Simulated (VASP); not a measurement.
# CO2 (Pa-3) in VASP: notebook

Runs on CO2. Level: PBE+D3(BJ). Tasks: single point, relaxation of cell and atoms.

Everything below comes from runs of VASP 6.6.1. Logs are shortened: lines on timing, memory, paths and dates and some standing lists are left out, and cuts for length are marked.

### 1 The cell of the first run

Symmetry: Pa-3, No. 205, cubic system. Conventional cell: a = 5.717 Å, b = 5.717 Å, c = 5.717 Å, α = 90.00°, β = 90.00°, γ = 90.00°. Within 1.6 Å of C (site symmetry -3) lie 2 O at 1.17 Å. Within 1.6 Å of O (site symmetry 3) lie 1 C at 1.17 Å.

### 2 Single point, PBE+D3(BJ)

INCAR

```
SYSTEM = CO2
PREC     = Accurate       ! precision mode
ENCUT    = 520            ! plane-wave cutoff, eV
EDIFF    = 1E-6           ! SCF threshold, eV
ISMEAR   = 0              ! smearing method
SIGMA    = 0.02           ! smearing width, eV
LREAL    = .False.        ! projectors in reciprocal space
LASPH    = .True.         ! aspherical terms in the spheres
NELM     = 80             ! most SCF steps
ALGO     = Normal         ! electronic algorithm
ISIF     = 2              ! what is computed and relaxed
LWAVE    = .False.        ! write WAVECAR
LCHARG   = .False.        ! write CHGCAR
GGA      = PE             ! functional
IVDW     = 12             ! dispersion correction
NBANDS   = 44             ! bands
```

KPOINTS

```
Automatic mesh
0
Gamma
  4 4 4
  0 0 0
```

POSCAR

```
CO2
1.0
    5.7168944752      0.0000000000      0.0000000000
    0.0000000000      5.7168944752      0.0000000000
    0.0000000000      0.0000000000      5.7168944752
C O
4 8
Direct
    0.0000000000      0.0000000000      0.0000000000
    0.5000000000      0.0000000000      0.5000000000
    0.5000000000      0.5000000000      0.0000000000
    0.0000000000      0.5000000000      0.5000000000
    0.1180509314      0.1180509314      0.1180509314
    0.3819490686      0.8819490686      0.6180509314
    0.6180509314      0.3819490686      0.8819490686
    0.8819490686      0.6180509314      0.3819490686
    0.8819490686      0.8819490686      0.8819490686
    0.6180509314      0.1180509314      0.3819490686
    0.3819490686      0.6180509314      0.1180509314
    0.1180509314      0.3819490686      0.6180509314
```

Potentials or basis: VASP PAW PBE potentials, release 64 (C, O).

Run with:

```bash
cat potpaw_PBE.64/C/POTCAR potpaw_PBE.64/O/POTCAR > POTCAR
mpirun -np 1 vasp_std > vasp.out
```

OUTCAR:

```text
SYSTEM = CO2
   PREC = Accurate
   ENCUT = 520
   EDIFF = 1E-6
   ISMEAR = 0
   LREAL = .False.
   LASPH = .True.
   NELM = 80
   ISIF = 2
   GGA = PE
   IVDW = 12
 IVDW          = 12

 ion  position               nearest neighbor table
   1  0.000  0.000  0.000-   5 1.17   9 1.17
   2  0.500  0.000  0.500-   6 1.17  10 1.17
   3  0.500  0.500  0.000-   7 1.17  11 1.17
   4  0.000  0.500  0.500-   8 1.17  12 1.17
   5  0.118  0.118  0.118-   1 1.17
   6  0.382  0.882  0.618-   2 1.17
   7  0.618  0.382  0.882-   3 1.17
   8  0.882  0.618  0.382-   4 1.17
   9  0.882  0.882  0.882-   1 1.17
  10  0.618  0.118  0.382-   2 1.17
  11  0.382  0.618  0.118-   3 1.17
  12  0.118  0.382  0.618-   4 1.17

  LATTYP: Found a simple cubic cell.
 ALAT       =     5.7168944752

  Lattice vectors:

 A1 = (   5.7168944752,   0.0000000000,   0.0000000000)
 A2 = (   0.0000000000,   5.7168944752,   0.0000000000)
 A3 = (   0.0000000000,   0.0000000000,   5.7168944752)

Analysis of symmetry for initial positions (statically):
=====================================================================
 Subroutine PRICEL returns:
 Original cell was already a primitive cell.

 Routine SETGRP: Setting up the symmetry group for a
 simple cubic supercell.

 Subroutine GETGRP returns: Found 24 space group operations
 (whereof  6 operations were pure point group operations)
 out of a pool of 48 trial point group operations.

The static configuration has the point symmetry S_6 .
 The point group associated with its full space group is T_h .

Analysis of symmetry for dynamics (positions and initial velocities):
=====================================================================
 Subroutine PRICEL returns:
 Original cell was already a primitive cell.

 Routine SETGRP: Setting up the symmetry group for a
 simple cubic supercell.

 Subroutine GETGRP returns: Found 24 space group operations
 (whereof  6 operations were pure point group operations)
 out of a pool of 48 trial point group operations.

The dynamic configuration has the point symmetry S_6 .
 The point group associated with its full space group is T_h .

 Subroutine INISYM returns: Found 24 space group operations
 (whereof  6 operations are pure point group operations),
 and found     1 'primitive' translations

----------------------------------------------------------------------------------------

                                     Primitive cell

  volume of cell :     186.8446

  direct lattice vectors                    reciprocal lattice vectors
     5.716894475  0.000000000  0.000000000     0.174920143  0.000000000  0.000000000
     0.000000000  5.716894475  0.000000000     0.000000000  0.174920143  0.000000000
     0.000000000  0.000000000  5.716894475     0.000000000  0.000000000  0.174920143

  length of vectors
     5.716894475  5.716894475  5.716894475     0.174920143  0.174920143  0.174920143

  position of ions in fractional coordinates (direct lattice)
     0.000000000  0.000000000  0.000000000
     0.500000000  0.000000000  0.500000000
     0.500000000  0.500000000  0.000000000
     0.000000000  0.500000000  0.500000000
     0.118050931  0.118050931  0.118050931
     0.381949069  0.881949069  0.618050931
     0.618050931  0.381949069  0.881949069
     0.881949069  0.618050931  0.381949069
     0.881949069  0.881949069  0.881949069
     0.618050931  0.118050931  0.381949069
     0.381949069  0.618050931  0.118050931
     0.118050931  0.381949069  0.618050931

  ion indices of the primitive-cell ions
   primitive index   ion index
                 1           1
                 2           2
                 3           3
                 4           4
                 5           5
                 6           6
                 7           7
                 8           8
                 9           9
                10          10
                11          11
                12          12

----------------------------------------------------------------------------------------

 KPOINTS: Automatic mesh

Automatic generation of k-mesh.
 Grid dimensions read from file:
 generate k-points for:    4    4    4

 Generating k-lattice:

  Cartesian coordinates                     Fractional coordinates (reciprocal lattice)
     0.043730036  0.000000000  0.000000000     0.250000000  0.000000000  0.000000000
     0.000000000  0.043730036  0.000000000     0.000000000  0.250000000  0.000000000
     0.000000000  0.000000000  0.043730036     0.000000000  0.000000000  0.250000000

  Length of vectors
     0.043730036  0.043730036  0.043730036

  Shift w.r.t. Gamma in fractional coordinates (k-lattice)
     0.000000000  0.000000000  0.000000000

 Subroutine IBZKPT returns following result:
 ===========================================

 Found     11 irreducible k-points:

 Following reciprocal coordinates:
            Coordinates               Weight
  0.000000  0.000000  0.000000      1.000000
  0.250000  0.000000  0.000000      6.000000
  0.500000  0.000000  0.000000      3.000000
  0.250000  0.250000  0.000000     12.000000
  0.500000  0.250000  0.000000      6.000000
 -0.250000  0.500000  0.000000      6.000000
  0.500000  0.500000  0.000000      3.000000
  0.250000  0.250000  0.250000      8.000000
  0.500000  0.250000  0.250000     12.000000
  0.500000  0.500000  0.250000      6.000000
  0.500000  0.500000  0.500000      1.000000
   k-points           NKPTS =     11   k-points in BZ     NKDIM =     11   number of bands    NBANDS=     44
   number of dos      NEDOS =    301   number of ions     NIONS =     12
   total plane-waves  NPLWV = 110592
   dimension x,y,z NGX =    48 NGY =   48 NGZ =   48
   dimension x,y,z NGXF=    96 NGYF=   96 NGZF=   96
   ions per type =               4   8
   NGX,Y,Z   is equivalent  to a cutoff of  13.96, 13.96, 13.96 a.u.
   NGXF,Y,Z  is equivalent  to a cutoff of  27.92, 27.92, 27.92 a.u.
 SYSTEM =  CO2
   PREC   = accura    normal or accurate (medium, high low for compatibility)
   ISTART =      0    job   : 0-new  1-cont  2-samecut
   ICHARG =      2    charge: 1-file 2-atom 10-const
   ISPIN  =      1    spin polarized calculation?
   LNONCOLLINEAR =      F non collinear calculations
   LSORBIT =      F    spin-orbit coupling
   LASPH  =      T    aspherical Exc in radial PAW
   ENCUT  =  520.0 eV  38.22 Ry    6.18 a.u.  10.63 10.63 10.63*2*pi/ulx,y,z
   NELM   =     80;   NELMIN=  2; NELMDL= -5     # of ELM steps
   EDIFF  = 0.1E-05   stopping-criterion for ELM
   LREAL  =      F    real-space projection
   EDIFFG = 0.1E-04   stopping-criterion for IOM
   NSW    =      0    number of steps for IOM
   IBRION =     -1    ionic relax: 0-MD 1-quasi-New 2-CG
   NFREE  =      0    steps in history (QN), initial steepest desc. (CG)
   ISIF   =      2    stress and relaxation
   ISYM   =      2    0-nonsym 1-usesym 2-fastsym
   POTIM  = 0.5000    time-step for ionic-motion
   TEBEG  =    0.0;   TEEND  =   0.0 temperature during run
   PSTRESS=    0.0 pullay stress
   NELECT =      64.0000    total number of electrons
   NUPDOWN=      -1.0000    fix difference up-down
   EMIN   =  10.00;   EMAX   =-10.00  energy-range for DOS
   EFERMI =   0.00;   METHOD = LEGACY
   ISMEAR =     0;   SIGMA  =   0.02  broadening in eV -4-tet -1-fermi 0-gaus
   EFERMI_NEDOS =   21; number of points for ismear=-14 and -15
   IALGO  =     38    algorithm
   IMIX   =      4    mixing-type and parameters
     AMIX     =   0.40;   BMIX     =  1.00
     AMIX_MAG =   1.60;   BMIX_MAG =  1.00
  volume/ion in A,a.u.               =      15.57       105.07
  Fermi-wavevector in a.u.,A,eV,Ry     =   1.145446  2.164579 17.851479  1.312047
  Thomas-Fermi vector in A             =   2.282134
   LORBIT       =      0    0 simple, 1 ext, 2 COOP (PROOUT), +10 PAW based schemes
   GGA     = PE    functional components
   LHFCALC =     F    Hartree Fock is set to
   AEXX    =    0.0000 exact exchange contribution
   IVDW    =    12    specifies the selected vdW correction
   LEPSILON=     F    determine dielectric tensor
   LRPA    =     F    only Hartree local field effects (RPA)
 non-spin polarized calculation
 Gauss-broadening in eV      SIGMA  =   0.02
  energy-cutoff  :      520.00
  volume of cell :      186.84
 maximum number of plane-waves:      5056
 NGX is ok and might be reduce to    48
   NGX = 21   NGY = 21   NGZ = 21

 number of electron      63.9999986 magnetization

 Free energy of the ion-electron system (eV)
  ---------------------------------------------------
  ext. energy  EPLUGINS =         0.00000000
  ---------------------------------------------------
  free energy    TOTEN  =       -92.19228802 eV

  energy without entropy =      -92.19228802  energy(sigma->0) =      -92.19228802

 E-fermi :  -3.8687     XC(G=0):  -7.6120

 val. band max:       -3.9584255485   @ k =   0.0000   0.0000   0.0000
 cond. band min:       2.7661282162   @ k =   0.0000   0.0000   0.0000
 fundamental gap:      6.7245537647
 Fermi energy:        -3.8686693319

 k-point     1 :       0.0000    0.0000    0.0000
  band No.  band energies     occupation
      1     -24.4830      2.00000
      2     -24.3134      2.00000
      3     -24.3134      2.00000
      4     -24.3134      2.00000
      5     -23.3702      2.00000
      6     -23.3702      2.00000
[... 36 lines left out ...]
     43       6.7287      0.00000
     44       6.7287      0.00000

 k-point     2 :       0.2500    0.0000    0.0000
  band No.  band energies     occupation
      1     -24.4593      2.00000
      2     -24.3399      2.00000
      3     -24.3136      2.00000
      4     -24.3136      2.00000
      5     -23.3695      2.00000
      6     -23.3692      2.00000
[... 415 lines left out ...]
 k-point    11 :       0.5000    0.5000    0.5000
  band No.  band energies     occupation
      1     -24.3556      2.00000
      2     -24.3556      2.00000
      3     -24.3556      2.00000
      4     -24.3556      2.00000
      5     -23.3607      2.00000
      6     -23.3607      2.00000
[... 36 lines left out ...]
     43       5.5813      0.00000
     44       5.5813      0.00000

------------------------ aborting loop because EDIFF is reached ----------------------------------------

 Edisp (eV)   -0.78607

 E8    (eV) :    -0.1998

  FORCE on cell =-STRESS in cart. coord.  units (eV):
  Direction    XX          YY          ZZ          XY          YZ          ZX
  --------------------------------------------------------------------------------------
  -------------------------------------------------------------------------------------
  Total       1.67422     1.67422     1.67422     0.00000     0.00000    -0.00000
  in kB      14.35627    14.35627    14.35627     0.00000     0.00000    -0.00000
  external pressure =       14.36 kB  Pullay stress =        0.00 kB

 VOLUME and BASIS-vectors are now :
 -----------------------------------------------------------------------------
  energy-cutoff  :      520.00
  volume of cell :      186.84
      direct lattice vectors                 reciprocal lattice vectors
     5.716894475  0.000000000  0.000000000     0.174920143  0.000000000  0.000000000
     0.000000000  5.716894475  0.000000000     0.000000000  0.174920143  0.000000000
     0.000000000  0.000000000  5.716894475     0.000000000  0.000000000  0.174920143

 POSITION                                       TOTAL-FORCE (eV/Angst)
 -----------------------------------------------------------------------------------
      0.00000      0.00000      0.00000         0.000000     -0.000000     -0.000000
      2.85845      0.00000      2.85845         0.000000     -0.000000     -0.000000
      2.85845      2.85845      0.00000         0.000000     -0.000000     -0.000000
      0.00000      2.85845      2.85845         0.000000     -0.000000     -0.000000
      0.67488      0.67488      0.67488         0.364294      0.364294      0.364294
      2.18356      5.04201      3.53333        -0.364294     -0.364294      0.364294
      3.53333      2.18356      5.04201         0.364294     -0.364294     -0.364294
      5.04201      3.53333      2.18356        -0.364294      0.364294     -0.364294
      5.04201      5.04201      5.04201        -0.364294     -0.364294     -0.364294
      3.53333      0.67488      2.18356         0.364294      0.364294     -0.364294
      2.18356      3.53333      0.67488        -0.364294      0.364294      0.364294
      0.67488      2.18356      3.53333         0.364294     -0.364294      0.364294
 -----------------------------------------------------------------------------------
    total drift:                                0.000000      0.000000     -0.000000

  FREE ENERGIE OF THE ION-ELECTRON SYSTEM (eV)
  ---------------------------------------------------
  free  energy   TOTEN  =       -92.9783585596 eV

  energy  without entropy=      -92.9783585596  energy(sigma->0) =      -92.97835856
```

Run time: 64 s. Hardware: 1 thread of Intel Xeon Platinum 8488C (Sapphire Rapids), shared host; peak memory 0.34 GiB.

Results:

| Property | Result |
| --- | --- |
| Free energy | -92.9784 eV |
| Pressure | 1.4 GPa |
| Largest force | 0.631 eV/Å |
| Band gap on the k mesh | 6.72 eV, direct |
| Dispersion energy per atom | -0.066 eV |

Forces on the atoms (eV/Å):
```
C    0.000  0.000  0.000
C    0.000  0.000  0.000
C    0.000  0.000  0.000
C    0.000  0.000  0.000
O    0.364  0.364  0.364
O   -0.364 -0.364  0.364
O    0.364 -0.364 -0.364
O   -0.364  0.364 -0.364
O   -0.364 -0.364 -0.364
O    0.364  0.364 -0.364
O   -0.364  0.364  0.364
O    0.364 -0.364  0.364
```

Levels at points of the mesh, in eV from the valence-band top:
| k point | band 29 | band 30 | band 31 | band 32 | band 33 | band 34 | band 35 | band 36 |
| --- | --- | --- | --- | --- | --- | --- | --- | --- |
| (0.00, 0.00, 0.00) | -0.17 | -0.17 | 0.00 | 0.00 | 6.72 | 8.07 | 8.07 | 8.07 |
| (0.50, 0.00, 0.00) | -0.26 | -0.26 | -0.07 | -0.07 | 8.00 | 8.00 | 8.13 | 8.13 |
| (0.50, 0.50, 0.00) | -0.24 | -0.24 | -0.24 | -0.24 | 7.99 | 7.99 | 7.99 | 7.99 |
| (0.50, 0.50, 0.50) | -0.27 | -0.27 | -0.27 | -0.27 | 8.01 | 8.01 | 8.01 | 8.01 |

(Part 1 of 2 ends here.)
